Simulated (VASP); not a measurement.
Crystal: TaN.

```
Ta N
1.0
     0.00000    2.17384    2.17384
     2.17384    0.00000    2.17384
     2.17384    2.17384    0.00000
Ta N
1 1
Direct
  0.49566 0.50434 0.50434
  0.05612 0.94388 0.94388
```

Base run:

| Item | Value |
| --- | --- |
| Program | VASP 6.6.1 |
| Functional | LDA |
| Potentials or basis | VASP PAW LDA potentials, release 64 (Ta_sv_GW, N) |
| Cutoff | 600 eV |
| k mesh | 18 × 18 × 18 |
| Occupations | gaussian, width 0.15 eV |
| Spin | no spin polarisation |

Its results: band gap on the k mesh zero (band 9 reaches 15.58 eV, above the bottom of band 10 at 12.48 eV); pressure 15.0 GPa; largest force 3.481 eV/Å.

Task: The run is repeated on the same cell with these changes: potentials or basis from VASP PAW LDA potentials, release 64 (Ta_sv_GW, N) to VASP PAW LDA potentials, release 64 (Ta_pv, N); cutoff from 600 eV to 520 eV; further incar settings from ALGO = Normal; EDIFF = 1e-06; NBANDS = 16 to ALGO = Normal; EDIFF = 1e-06; NBANDS = 15; valence electrons from 18 to 16. What comes out?

Result: Band gap on the k mesh zero (band 8 reaches 11.35 eV, above the bottom of band 9 at 8.25 eV); pressure 15.9 GPa; largest force 3.487 eV/Å.

Caveats: spin-orbit coupling is left out, which moves the levels of the heavy elements; forces of over 1 eV/Å act on the atoms, so gaps and moduli don't describe the material at rest.
